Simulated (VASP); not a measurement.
# SiNi (P2_13) in VASP: relaxation of cell and atoms with PBEsol

Aim: the relaxation of cell and atoms of SiNi with PBEsol.

Everything below comes from runs of VASP 6.6.1. Logs are shortened: lines on timing, memory, paths and dates and some standing lists are left out, and cuts for length are marked.

### 1 The cell of the first run

The structure is cubic, space group P2_13 (No. 198). The conventional cell has a = 4.504 Å, b = 4.504 Å, c = 4.504 Å, α = 90.00°, β = 90.00°, γ = 90.00°. Within 3.1 Å of Si (site symmetry 3) lie 7 Ni at 2.36 to 2.44 Å and 6 Si at 2.78 Å. Ni (site symmetry 3) has 7 Si at 2.36 to 2.44 Å and 6 Ni at 2.78 Å within 3.1 Å.

### 2 Relaxation of cell and atoms, PBEsol

INCAR

```
PREC = Accurate
ENCUT = 600
EDIFF = 1E-7
ISMEAR = 0
SIGMA = 0.1
LREAL = F
LASPH = T
NELM = 100
ALGO = Normal
ISIF = 3
LWAVE = F
LCHARG = F
GGA = PS
IBRION = 2
NSW = 100
EDIFFG = -0.005
```

KPOINTS

```
regular mesh
0
Gamma
  8 8 8
```

POSCAR

```
SiNi
1.0
    4.5036940000      0.0000000000      0.0000000000
    0.0000000000      4.5036940000      0.0000000000
    0.0000000000      0.0000000000      4.5036940000
Si Ni
4 4
Direct
    0.6531700000      0.1531700000      0.3468300000
    0.1531700000      0.3468300000      0.6531700000
    0.3468300000      0.6531700000      0.1531700000
    0.8468300000      0.8468300000      0.8468300000
    0.3504960000      0.8504960000      0.6495040000
    0.8504960000      0.6495040000      0.3504960000
    0.6495040000      0.3504960000      0.8504960000
    0.1495040000      0.1495040000      0.1495040000
```

Potentials or basis: VASP PAW PBE potentials, release 64 (Si, Ni).

The run is started by

```console
$ cat potpaw_PBE.64/Si/POTCAR potpaw_PBE.64/Ni/POTCAR > POTCAR
$ mpirun -np 1 vasp_std > vasp.out
```

OUTCAR:

```text
PREC = Accurate
   ENCUT = 600
   EDIFF = 1E-7
   ISMEAR = 0
   LREAL = F
   LASPH = T
   NELM = 100
   ISIF = 3
   GGA = PS
   IBRION = 2
   NSW = 100
   EDIFFG = -0.005

 ion  position               nearest neighbor table
   1  0.653  0.153  0.347-   5 2.36   6 2.41   7 2.41   8 2.41   7 2.44   6 2.44   8 2.44   2 2.78
                             4 2.78   3 2.78   3 2.78   2 2.78   4 2.78
   2  0.153  0.347  0.653-   6 2.36   5 2.41   7 2.41   8 2.41   5 2.44   8 2.44   7 2.44   1 2.78
                             3 2.78   3 2.78   4 2.78   1 2.78   4 2.78
   3  0.347  0.653  0.153-   7 2.36   6 2.41   5 2.41   8 2.41   6 2.44   5 2.44   8 2.44   1 2.78
                             2 2.78   2 2.78   1 2.78   4 2.78   4 2.78
   4  0.847  0.847  0.847-   8 2.36   6 2.41   7 2.41   5 2.41   7 2.44   6 2.44   5 2.44   2 2.78
                             3 2.78   1 2.78   1 2.78   2 2.78   3 2.78
   5  0.350  0.850  0.650-   1 2.36   2 2.41   3 2.41   4 2.41   3 2.44   2 2.44   4 2.44   8 2.78
                             6 2.78   8 2.78   6 2.78   7 2.78   7 2.78
   6  0.850  0.650  0.350-   2 2.36   1 2.41   3 2.41   4 2.41   1 2.44   4 2.44   3 2.44   5 2.78
                             7 2.78   7 2.78   5 2.78   8 2.78   8 2.78
   7  0.650  0.350  0.850-   3 2.36   2 2.41   1 2.41   4 2.41   2 2.44   1 2.44   4 2.44   6 2.78
                             6 2.78   8 2.78   8 2.78   5 2.78   5 2.78
   8  0.150  0.150  0.150-   4 2.36   2 2.41   3 2.41   1 2.41   3 2.44   2 2.44   1 2.44   5 2.78
                             7 2.78   5 2.78   7 2.78   6 2.78   6 2.78

  LATTYP: Found a simple cubic cell.
 ALAT       =     4.5036940000

  Lattice vectors:

 A1 = (   4.5036940000,   0.0000000000,   0.0000000000)
 A2 = (   0.0000000000,   4.5036940000,   0.0000000000)
 A3 = (   0.0000000000,   0.0000000000,   4.5036940000)

Analysis of symmetry for initial positions (statically):
=====================================================================
 Subroutine PRICEL returns:
 Original cell was already a primitive cell.

 Routine SETGRP: Setting up the symmetry group for a
 simple cubic supercell.

 Subroutine GETGRP returns: Found 12 space group operations
 (whereof  3 operations were pure point group operations)
 out of a pool of 48 trial point group operations.

The static configuration has the point symmetry C_3 .
 The point group associated with its full space group is T   .

Analysis of symmetry for dynamics (positions and initial velocities):
=====================================================================
 Subroutine PRICEL returns:
 Original cell was already a primitive cell.

 Routine SETGRP: Setting up the symmetry group for a
 simple cubic supercell.

 Subroutine GETGRP returns: Found 12 space group operations
 (whereof  3 operations were pure point group operations)
 out of a pool of 48 trial point group operations.

The dynamic configuration has the point symmetry C_3 .
 The point group associated with its full space group is T   .

 Subroutine INISYM returns: Found 12 space group operations
 (whereof  3 operations are pure point group operations),
 and found     1 'primitive' translations

----------------------------------------------------------------------------------------

                                     Primitive cell

  volume of cell :      91.3496

  direct lattice vectors                    reciprocal lattice vectors
     4.503694000  0.000000000  0.000000000     0.222039952  0.000000000  0.000000000
     0.000000000  4.503694000  0.000000000     0.000000000  0.222039952  0.000000000
     0.000000000  0.000000000  4.503694000     0.000000000  0.000000000  0.222039952

  length of vectors
     4.503694000  4.503694000  4.503694000     0.222039952  0.222039952  0.222039952

  position of ions in fractional coordinates (direct lattice)
     0.653170000  0.153170000  0.346830000
     0.153170000  0.346830000  0.653170000
     0.346830000  0.653170000  0.153170000
     0.846830000  0.846830000  0.846830000
     0.350496000  0.850496000  0.649504000
     0.850496000  0.649504000  0.350496000
     0.649504000  0.350496000  0.850496000
     0.149504000  0.149504000  0.149504000

  ion indices of the primitive-cell ions
   primitive index   ion index
                 1           1
                 2           2
                 3           3
                 4           4
                 5           5
                 6           6
                 7           7
                 8           8

----------------------------------------------------------------------------------------

 KPOINTS: regular mesh

Automatic generation of k-mesh.
 Grid dimensions read from file:
 generate k-points for:    8    8    8

 Generating k-lattice:

  Cartesian coordinates                     Fractional coordinates (reciprocal lattice)
     0.027754994  0.000000000  0.000000000     0.125000000  0.000000000  0.000000000
     0.000000000  0.027754994  0.000000000     0.000000000  0.125000000  0.000000000
     0.000000000  0.000000000  0.027754994     0.000000000  0.000000000  0.125000000

  Length of vectors
     0.027754994  0.027754994  0.027754994

  Shift w.r.t. Gamma in fractional coordinates (k-lattice)
     0.000000000  0.000000000  0.000000000

 Subroutine IBZKPT returns following result:
 ===========================================

 Found     45 irreducible k-points:

 Following reciprocal coordinates:
            Coordinates               Weight
  0.000000  0.000000  0.000000      1.000000
  0.125000  0.000000  0.000000      6.000000
  0.250000  0.000000  0.000000      6.000000
  0.375000  0.000000  0.000000      6.000000
  0.500000  0.000000  0.000000      3.000000
  0.125000  0.125000  0.000000     12.000000
[... 16 lines left out ...]
  0.250000  0.125000  0.125000     24.000000
  0.375000  0.125000  0.125000     24.000000
 [... further k-points ...]
   k-points           NKPTS =     45   k-points in BZ     NKDIM =     45   number of bands    NBANDS=     33
   number of dos      NEDOS =    301   number of ions     NIONS =      8
   total plane-waves  NPLWV =  46656
   dimension x,y,z NGX =    36 NGY =   36 NGZ =   36
   dimension x,y,z NGXF=    72 NGYF=   72 NGZF=   72
   ions per type =               4   4
   NGX,Y,Z   is equivalent  to a cutoff of  13.29, 13.29, 13.29 a.u.
   NGXF,Y,Z  is equivalent  to a cutoff of  26.58, 26.58, 26.58 a.u.
 SYSTEM =  unknown system
   PREC   = accura    normal or accurate (medium, high low for compatibility)
   ISTART =      0    job   : 0-new  1-cont  2-samecut
   ICHARG =      2    charge: 1-file 2-atom 10-const
   ISPIN  =      1    spin polarized calculation?
   LNONCOLLINEAR =      F non collinear calculations
   LSORBIT =      F    spin-orbit coupling
   LASPH  =      T    aspherical Exc in radial PAW
   ENCUT  =  600.0 eV  44.10 Ry    6.64 a.u.   8.99  8.99  8.99*2*pi/ulx,y,z
   NELM   =    100;   NELMIN=  2; NELMDL= -5     # of ELM steps
   EDIFF  = 0.1E-06   stopping-criterion for ELM
   LREAL  =      F    real-space projection
   EDIFFG = -.5E-02   stopping-criterion for IOM
   NSW    =    100    number of steps for IOM
   IBRION =      2    ionic relax: 0-MD 1-quasi-New 2-CG
   NFREE  =      1    steps in history (QN), initial steepest desc. (CG)
   ISIF   =      3    stress and relaxation
   ISYM   =      2    0-nonsym 1-usesym 2-fastsym
   POTIM  = 0.5000    time-step for ionic-motion
   TEBEG  =    0.0;   TEEND  =   0.0 temperature during run
   PSTRESS=    0.0 pullay stress
   NELECT =      56.0000    total number of electrons
   NUPDOWN=      -1.0000    fix difference up-down
   EMIN   =  10.00;   EMAX   =-10.00  energy-range for DOS
   EFERMI =   0.00;   METHOD = LEGACY
   ISMEAR =     0;   SIGMA  =   0.10  broadening in eV -4-tet -1-fermi 0-gaus
   EFERMI_NEDOS =   21; number of points for ismear=-14 and -15
   IALGO  =     38    algorithm
   IMIX   =      4    mixing-type and parameters
     AMIX     =   0.40;   BMIX     =  1.00
     AMIX_MAG =   1.60;   BMIX_MAG =  1.00
  volume/ion in A,a.u.               =      11.42        77.06
  Fermi-wavevector in a.u.,A,eV,Ry     =   1.390706  2.628053 26.314523  1.934063
  Thomas-Fermi vector in A             =   2.514615
   LORBIT       =      0    0 simple, 1 ext, 2 COOP (PROOUT), +10 PAW based schemes
   GGA     = PS    functional components
   LHFCALC =     F    Hartree Fock is set to
   AEXX    =    0.0000 exact exchange contribution
   IVDW    =     0    specifies the selected vdW correction
   LEPSILON=     F    determine dielectric tensor
   LRPA    =     F    only Hartree local field effects (RPA)
 conjugate gradient relaxation of ions
 non-spin polarized calculation
 Gauss-broadening in eV      SIGMA  =   0.10
  energy-cutoff  :      600.00
  volume of cell :       91.35
 maximum number of plane-waves:      3112
   NGX = 17   NGY = 17   NGZ = 17

--------------------------------------- Ionic step        1  -------------------------------------------

 number of electron      55.9999997 magnetization

 Free energy of the ion-electron system (eV)
  ---------------------------------------------------
  ext. energy  EPLUGINS =         0.00000000
  ---------------------------------------------------
  free energy    TOTEN  =       -51.56019739 eV

  energy without entropy =      -51.54974990  energy(sigma->0) =      -51.55497365

------------------------ aborting loop because EDIFF is reached ----------------------------------------

  FORCE on cell =-STRESS in cart. coord.  units (eV):
  Direction    XX          YY          ZZ          XY          YZ          ZX
  --------------------------------------------------------------------------------------
  -------------------------------------------------------------------------------------
  Total       -2.5048735     -2.5048735     -2.5048735     -0.0000000      0.0000000      0.0000000
  in kB      -43.9328885    -43.9328885    -43.9328885     -0.0000000      0.0000000      0.0000000
  external PRESSURE =     -43.9328885 kB  Pullay stress =       0.0000000 kB
[... 279 lines left out ...]
  energy  without entropy=      -51.5793550226  energy(sigma->0) =      -51.58452475

--------------------------------------- Ionic step        8  -------------------------------------------

 number of electron      56.0000007 magnetization

 Free energy of the ion-electron system (eV)
  ---------------------------------------------------
  ext. energy  EPLUGINS =         0.00000000
  ---------------------------------------------------
  free energy    TOTEN  =       -51.58970666 eV

  energy without entropy =      -51.57936725  energy(sigma->0) =      -51.58453695

 E-fermi :  12.1887     XC(G=0): -12.7888

 val. band max:       12.1484356259   @ k =   0.2500   0.2500   0.2500
 cond. band min:      12.2481932385   @ k =   0.2500   0.2500   0.0000
 fundamental gap:      0.0997576126
 Fermi energy:        12.1887185788

 k-point     1 :       0.0000    0.0000    0.0000
  band No.  band energies     occupation
      1      -2.2297      2.00000
      2       3.2668      2.00000
      3       3.2668      2.00000
      4       3.2668      2.00000
      5       5.7597      2.00000
      6       5.7597      2.00000
[... 853 lines left out ...]
     32      13.9197      0.00000
     33      14.3609      0.00000

 [... further k-points ...]

------------------------ aborting loop because EDIFF is reached ----------------------------------------

  FORCE on cell =-STRESS in cart. coord.  units (eV):
  Direction    XX          YY          ZZ          XY          YZ          ZX
  --------------------------------------------------------------------------------------
  -------------------------------------------------------------------------------------
  Total        0.0142187      0.0142187      0.0142187      0.0000000      0.0000000      0.0000000
  in kB        0.2552104      0.2552104      0.2552104      0.0000000      0.0000000      0.0000000
  external PRESSURE =       0.2552104 kB  Pullay stress =       0.0000000 kB
[... 23 lines left out ...]
  FREE ENERGIE OF THE ION-ELECTRON SYSTEM (eV)
  ---------------------------------------------------
  free  energy   TOTEN  =       -51.5897066556 eV

  energy  without entropy=      -51.5793672526  energy(sigma->0) =      -51.58453695

 reached required accuracy - stopping structural energy minimisation
```

Wall time 4.7 min (1 thread of Intel Xeon 6975P-C (Granite Rapids), shared host); peak memory 0.3 GiB.

Results:

| Item | Value |
| --- | --- |
| Free energy | -51.5897 eV |
| Relaxed volume | 11.16 Å³/atom |
| Relaxed cell | a = 4.469 Å, b = 4.469 Å, c = 4.469 Å, α = 90.00°, β = 90.00°, γ = 90.00° |
| Space group after relaxing (to 0.1 Å) | P2_13 (No. 198) |
| Energy gained by relaxing | 3.7 meV/atom |
| Ionic steps | 8 |
| Pressure after relaxing | 0.0 GPa |
| Largest force after relaxing | 0.005 eV/Å |
| Band gap on the k mesh | zero (bands 28 and 29 overlap by 1.23 eV) |

Forces on the atoms (eV/Å):
```
Si  -0.002 -0.002  0.002
Si  -0.002  0.002 -0.002
Si   0.002 -0.002 -0.002
Si   0.002  0.002  0.002
Ni   0.003  0.003 -0.003
Ni   0.003 -0.003  0.003
Ni  -0.003  0.003  0.003
Ni  -0.003 -0.003 -0.003
```

Step by step:
```
step  energy change (eV)  largest force (eV/Å)  pressure (GPa)  volume (Å³)
   1              0.0000                0.0373           -4.39        91.35
   2             -0.0002                0.0067            4.79        87.27
   3             -0.0294                0.0183            0.03        89.27
   4             -0.0294                0.0188           -0.11        89.31
   5             -0.0294                0.0114           -0.09        89.31
   6             -0.0295                0.0063           -0.08        89.32
   7             -0.0295                0.0033            0.12        89.22
   8             -0.0295                0.0046            0.03        89.26
```

Final structure:
```
Si Ni
1.0
     4.46914    0.00000    0.00000
     0.00000    4.46914    0.00000
     0.00000    0.00000    4.46914
Si Ni
4 4
Cartesian
  2.9208 0.6863 1.5483
  0.6863 1.5483 2.9208
  1.5483 2.9208 0.6863
  3.7829 3.7829 3.7829
  1.5679 3.8025 2.9012
  3.8025 2.9012 1.5679
  2.9012 1.5679 3.8025
  0.6666 0.6666 0.6666
```

Caveat: the PAW data sets were made with another functional, which shifts forces and pressure a little.

The gap in the log of VASP goes by the Fermi energy; the results here count the filled bands.